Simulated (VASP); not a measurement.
Here is a VASP 6.6.1 calculation.

INCAR

```
ALGO     = Normal         # electronic algorithm
EDIFF    = 1E-6           # SCF threshold, eV
ENCUT    = 520            # plane-wave cutoff, eV
GGA      = PS             # functional
ISIF     = 2              # what is computed and relaxed
ISMEAR   = -1             # smearing method
LASPH    = T              # aspherical terms in the spheres
LCHARG   = F              # write CHGCAR
LREAL    = F              # projectors in reciprocal space
LWAVE    = F              # write WAVECAR
NBANDS   = 22             # bands
NELM     = 100            # most SCF steps
PREC     = Accurate       # precision mode
SIGMA    = 0.05           # smearing width, eV
```

The input KPOINTS:

```
k-points
0
Gamma
  12 12 7
```

The input POSCAR:

```
Rh
1.0
    2.7033914674      0.0000000000      0.0000000000
   -1.3516962286      2.3412054979      0.0000000000
    0.0000000000      0.0000000000      4.3837537293
Rh
2
Direct
    0.6666666667      0.3333333333      0.7500000000
    0.3333333333      0.6666666667      0.2500000000
```

Potentials or basis: VASP PAW PBE potentials, release 64 (Rh_pv).

Command:

```console
$ cat potpaw_PBE.64/Rh_pv/POTCAR > POTCAR
$ mpirun -np 1 vasp_std > vasp.out
```

(1) Predict the band gap on the k mesh.

(2) Predict the pressure.

## Answers

(1) zero (bands 15 and 16 overlap by 2.40 eV).

(2) -6.6 GPa.

Caveat: the cell stands under tension; the PAW data sets were made with another functional, which shifts forces and pressure a little.
